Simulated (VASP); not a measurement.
# Pt (Pm-3m) in VASP: single point with PBEsol

Aim: the single point of Pt with PBEsol.

All numbers are computed with VASP 6.6.1; they aren't measurements. Logs are shortened: lines on timing, memory, paths and dates and some standing lists are left out, and cuts for length are marked.

## (1) The cell of the first run

It takes space group Pm-3m (No. 221, cubic). The conventional cell has a = 4.046 Å, b = 4.046 Å, c = 4.046 Å, α = 90.00°, β = 90.00°, γ = 90.00°. Pt (site symmetry m-3m) has 6 Pt at 4.05 Å within 5.3 Å.

## (2) Single point, PBEsol

INCAR reads:

```
PREC = Accurate ; ENCUT = 520
EDIFF = 1E-7 ; ISMEAR = -1
SIGMA = 0.1 ; LREAL = False
LASPH = True ; NELM = 60
ALGO = Normal ; ISIF = 2
LWAVE = False ; LCHARG = True
GGA = PS ; LELF = True
LVHAR = True ; NBANDS = 11
```

KPOINTS reads:

```
regular mesh
0
Gamma
  6 6 6
```

POSCAR reads:

```
Pt
1.0
    4.0464110000      0.0000000000      0.0000000000
    0.0000000000      4.0464110000      0.0000000000
    0.0000000000      0.0000000000      4.0464110000
Pt
1
Direct
    0.0000000000      0.0000000000      0.0000000000
```

Potentials or basis: VASP PAW PBE potentials, release 64 (Pt).

Command:

```
$ cat potpaw_PBE.64/Pt/POTCAR > POTCAR
$ mpirun -np 1 vasp_std > vasp.out
```

OUTCAR:

```text
PREC = Accurate
   ENCUT = 520
   EDIFF = 1E-7
   ISMEAR = -1
   LREAL = False
   LASPH = True
   NELM = 60
   ISIF = 2
   GGA = PS

 ion  position               nearest neighbor table
   1  0.000  0.000  0.000-

  LATTYP: Found a simple cubic cell.
 ALAT       =     4.0464110000

  Lattice vectors:

 A1 = (   4.0464110000,   0.0000000000,   0.0000000000)
 A2 = (   0.0000000000,   4.0464110000,   0.0000000000)
 A3 = (   0.0000000000,   0.0000000000,   4.0464110000)

Analysis of symmetry for initial positions (statically):
=====================================================================
 Subroutine PRICEL returns:
 Original cell was already a primitive cell.

 Routine SETGRP: Setting up the symmetry group for a
 simple cubic supercell.

 Subroutine GETGRP returns: Found 48 space group operations
 (whereof 48 operations were pure point group operations)
 out of a pool of 48 trial point group operations.

The static configuration has the point symmetry O_h .

Analysis of symmetry for dynamics (positions and initial velocities):
=====================================================================
 Subroutine PRICEL returns:
 Original cell was already a primitive cell.

 Routine SETGRP: Setting up the symmetry group for a
 simple cubic supercell.

 Subroutine GETGRP returns: Found 48 space group operations
 (whereof 48 operations were pure point group operations)
 out of a pool of 48 trial point group operations.

The dynamic configuration has the point symmetry O_h .

 Subroutine INISYM returns: Found 48 space group operations
 (whereof 48 operations are pure point group operations),
 and found     1 'primitive' translations

----------------------------------------------------------------------------------------

                                     Primitive cell

  volume of cell :      66.2537

  direct lattice vectors                    reciprocal lattice vectors
     4.046411000  0.000000000  0.000000000     0.247132582  0.000000000  0.000000000
     0.000000000  4.046411000  0.000000000     0.000000000  0.247132582  0.000000000
     0.000000000  0.000000000  4.046411000     0.000000000  0.000000000  0.247132582

  length of vectors
     4.046411000  4.046411000  4.046411000     0.247132582  0.247132582  0.247132582

  position of ions in fractional coordinates (direct lattice)
     0.000000000  0.000000000  0.000000000

  ion indices of the primitive-cell ions
   primitive index   ion index
                 1           1

----------------------------------------------------------------------------------------

 KPOINTS: regular mesh

Automatic generation of k-mesh.
 Grid dimensions read from file:
 generate k-points for:    6    6    6

 Generating k-lattice:

  Cartesian coordinates                     Fractional coordinates (reciprocal lattice)
     0.041188764  0.000000000  0.000000000     0.166666667  0.000000000  0.000000000
     0.000000000  0.041188764  0.000000000     0.000000000  0.166666667  0.000000000
     0.000000000  0.000000000  0.041188764     0.000000000  0.000000000  0.166666667

  Length of vectors
     0.041188764  0.041188764  0.041188764

  Shift w.r.t. Gamma in fractional coordinates (k-lattice)
     0.000000000  0.000000000  0.000000000

 Subroutine IBZKPT returns following result:
 ===========================================

 Found     20 irreducible k-points:

 Following reciprocal coordinates:
            Coordinates               Weight
  0.000000  0.000000  0.000000      1.000000
  0.166667  0.000000  0.000000      6.000000
  0.333333  0.000000  0.000000      6.000000
  0.500000  0.000000  0.000000      3.000000
  0.166667  0.166667  0.000000     12.000000
  0.333333  0.166667  0.000000     24.000000
[... 12 lines left out ...]
  0.500000  0.500000  0.333333      6.000000
  0.500000  0.500000  0.500000      1.000000
   k-points           NKPTS =     20   k-points in BZ     NKDIM =     20   number of bands    NBANDS=     11
   number of dos      NEDOS =    301   number of ions     NIONS =      1
   total plane-waves  NPLWV =  27000
   dimension x,y,z NGX =    30 NGY =   30 NGZ =   30
   dimension x,y,z NGXF=    60 NGYF=   60 NGZF=   60
   ions per type =               1
   NGX,Y,Z   is equivalent  to a cutoff of  12.33, 12.33, 12.33 a.u.
   NGXF,Y,Z  is equivalent  to a cutoff of  24.65, 24.65, 24.65 a.u.
 SYSTEM =  unknown system
   PREC   = accura    normal or accurate (medium, high low for compatibility)
   ISTART =      0    job   : 0-new  1-cont  2-samecut
   ICHARG =      2    charge: 1-file 2-atom 10-const
   ISPIN  =      1    spin polarized calculation?
   LNONCOLLINEAR =      F non collinear calculations
   LSORBIT =      F    spin-orbit coupling
   LASPH  =      T    aspherical Exc in radial PAW
   ENCUT  =  520.0 eV  38.22 Ry    6.18 a.u.   7.52  7.52  7.52*2*pi/ulx,y,z
   NELM   =     60;   NELMIN=  2; NELMDL= -5     # of ELM steps
   EDIFF  = 0.1E-06   stopping-criterion for ELM
   LREAL  =      F    real-space projection
   EDIFFG = 0.1E-05   stopping-criterion for IOM
   NSW    =      0    number of steps for IOM
   IBRION =     -1    ionic relax: 0-MD 1-quasi-New 2-CG
   NFREE  =      0    steps in history (QN), initial steepest desc. (CG)
   ISIF   =      2    stress and relaxation
   ISYM   =      2    0-nonsym 1-usesym 2-fastsym
   POTIM  = 0.5000    time-step for ionic-motion
   TEBEG  =    0.0;   TEEND  =   0.0 temperature during run
   PSTRESS=    0.0 pullay stress
   NELECT =      10.0000    total number of electrons
   NUPDOWN=      -1.0000    fix difference up-down
   EMIN   =  10.00;   EMAX   =-10.00  energy-range for DOS
   EFERMI =   0.00;   METHOD = LEGACY
   ISMEAR =    -1;   SIGMA  =   0.10  broadening in eV -4-tet -1-fermi 0-gaus
   EFERMI_NEDOS =   21; number of points for ismear=-14 and -15
   IALGO  =     38    algorithm
   IMIX   =      4    mixing-type and parameters
     AMIX     =   0.40;   BMIX     =  1.00
     AMIX_MAG =   1.60;   BMIX_MAG =  1.00
  volume/ion in A,a.u.               =      66.25       447.10
  Fermi-wavevector in a.u.,A,eV,Ry     =   0.871642  1.647165 10.337160  0.759760
  Thomas-Fermi vector in A             =   1.990779
   LORBIT       =      0    0 simple, 1 ext, 2 COOP (PROOUT), +10 PAW based schemes
   GGA     = PS    functional components
   LHFCALC =     F    Hartree Fock is set to
   AEXX    =    0.0000 exact exchange contribution
   IVDW    =     0    specifies the selected vdW correction
   LEPSILON=     F    determine dielectric tensor
   LRPA    =     F    only Hartree local field effects (RPA)
 non-spin polarized calculation
  energy-cutoff  :      520.00
  volume of cell :       66.25
 maximum number of plane-waves:      1804
   NGX = 15   NGY = 15   NGZ = 15

 number of electron      10.0000000 magnetization

 number of electron       9.9999999 magnetization

 Free energy of the ion-electron system (eV)
  ---------------------------------------------------
  ext. energy  EPLUGINS =         0.00000000
  ---------------------------------------------------
  free energy    TOTEN  =        -1.57468885 eV

  energy without entropy =       -1.37042117  energy(sigma->0) =       -1.47255501

 E-fermi :  -2.3549     XC(G=0):  -6.2247

 val. band max:       -2.4327171330   @ k =   0.3333   0.1667   0.0000
 cond. band min:      -2.3521891997   @ k =   0.3333   0.1667   0.1667
 fundamental gap:      0.0805279333
 Fermi energy:        -2.3549398789

 k-point     1 :       0.0000    0.0000    0.0000
  band No.  band energies     occupation
      1      -4.0547      2.00000
      2      -3.1359      1.99919
      3      -3.1359      1.99919
      4      -2.4905      1.59002
      5      -2.4905      1.59002
      6      -2.4905      1.59002
      7       6.1386      0.00000
      8       6.1386      0.00000
      9       6.1386      0.00000
     10       7.3589      0.00000
     11       9.4613      0.00000

 k-point     2 :       0.1667    0.0000    0.0000
  band No.  band energies     occupation
      1      -3.8354      2.00000
      2      -3.1235      1.99908
      3      -3.0238      1.99751
      4      -2.5375      1.72252
      5      -2.5375      1.72252
      6      -2.4865      1.57688
      7       4.0724      0.00000
      8       6.4230      0.00000
      9       6.4230      0.00000
     10       8.1519      0.00000
     11       9.5789      0.00000

 k-point     3 :       0.3333    0.0000    0.0000
  band No.  band energies     occupation
      1      -3.4669      1.99997
      2      -3.0984      1.99882
      3      -2.6283      1.87792
      4      -2.6283      1.87792
      5      -2.5034      1.63061
      6      -2.4785      1.54964
      7       1.7325      0.00000
      8       7.1106      0.00000
      9       7.1106      0.00000
     10       8.8315      0.00000
     11       9.9230      0.00000

 k-point     4 :       0.5000    0.0000    0.0000
  band No.  band energies     occupation
      1      -3.3514      1.99991
      2      -3.0858      1.99866
      3      -2.6721      1.91952
      4      -2.6721      1.91952
      5      -2.4745      1.53555
      6      -1.8554      0.01345
      7       0.4811      0.00000
      8       7.5669      0.00000
      9       7.5669      0.00000
     10       9.8240      0.00000
     11      10.0102      0.00000
[... 183 lines left out ...]
 k-point    18 :       0.5000    0.3333    0.3333
  band No.  band energies     occupation
      1      -2.8922      1.99076
      2      -2.8641      1.98777
      3      -2.8059      1.97824
      4      -2.5701      1.79158
      5      -2.4554      1.46376
      6      -0.8547      0.00000
      7       2.4030      0.00000
      8       4.0793      0.00000
      9       4.0992      0.00000
     10       6.7039      0.00000
     11       7.7595      0.00000

 k-point    19 :       0.5000    0.5000    0.3333
  band No.  band energies     occupation
      1      -2.9450      1.99454
      2      -2.8624      1.98758
      3      -2.8624      1.98758
      4      -2.5163      1.66786
      5      -2.3413      0.93180
      6      -0.3502      0.00000
      7       2.8510      0.00000
      8       2.8510      0.00000
      9       4.5428      0.00000
     10       6.2167      0.00000
     11       8.2147      0.00000

 k-point    20 :       0.5000    0.5000    0.5000
  band No.  band energies     occupation
      1      -2.9274      1.99349
      2      -2.9274      1.99349
      3      -2.9274      1.99349
      4      -2.3385      0.91816
      5      -2.3385      0.91816
      6       0.1417      0.00000
      7       3.2725      0.00000
      8       3.2725      0.00000
      9       3.2725      0.00000
     10       7.0997      0.00000
     11       7.4133      0.00000

------------------------ aborting loop because EDIFF is reached ----------------------------------------

  FORCE on cell =-STRESS in cart. coord.  units (eV):
  Direction    XX          YY          ZZ          XY          YZ          ZX
  --------------------------------------------------------------------------------------
  -------------------------------------------------------------------------------------
  Total       -2.2646115     -2.2646115     -2.2646115      0.0000000     -0.0000000      0.0000000
  in kB      -54.7638920    -54.7638920    -54.7638920      0.0000000     -0.0000000      0.0000000
  external PRESSURE =     -54.7638920 kB  Pullay stress =       0.0000000 kB

 VOLUME and BASIS-vectors are now :
 -----------------------------------------------------------------------------
  energy-cutoff  :      520.00
  volume of cell :       66.25
      direct lattice vectors                 reciprocal lattice vectors
     4.046411000  0.000000000  0.000000000     0.247132582  0.000000000  0.000000000
     0.000000000  4.046411000  0.000000000     0.000000000  0.247132582  0.000000000
     0.000000000  0.000000000  4.046411000     0.000000000  0.000000000  0.247132582

 POSITION                                       TOTAL-FORCE (eV/Angst)
 -----------------------------------------------------------------------------------
      0.00000      0.00000      0.00000         0.000000      0.000000      0.000000
 -----------------------------------------------------------------------------------
    total drift:                                0.000000      0.000000     -0.000000

  FREE ENERGIE OF THE ION-ELECTRON SYSTEM (eV)
  ---------------------------------------------------
  free  energy   TOTEN  =        -1.5746888549 eV

  energy  without entropy=       -1.3704211748  energy(sigma->0) =       -1.47255501
```

It took 21 s on 1 thread of Intel Xeon 8259CL, shared host; peak memory 0.17 GiB.

Results:

| Property | Result |
| --- | --- |
| Free energy | -1.5747 eV |
| Pressure | -5.5 GPa |
| Band gap on the k mesh | zero (band 5 reaches -2.34 eV, above the bottom of band 6 at -2.58 eV) |

Levels at points of the mesh, in eV from the Fermi level:
```csv
k point,band 3,band 4,band 5,band 6,band 7,band 8
"(0.00, 0.00, 0.00)",-0.78,-0.14,-0.14,-0.14,8.49,8.49
"(0.50, 0.00, 0.00)",-0.32,-0.32,-0.12,0.50,2.84,9.92
"(0.50, 0.50, 0.00)",-0.29,-0.29,0.01,1.42,4.27,4.27
"(0.50, 0.50, 0.50)",-0.57,0.02,0.02,2.50,5.63,5.63
```

Caveat: the PAW data sets were made with another functional, which shifts forces and pressure a little; spin-orbit coupling is left out, which moves the levels of the heavy elements.
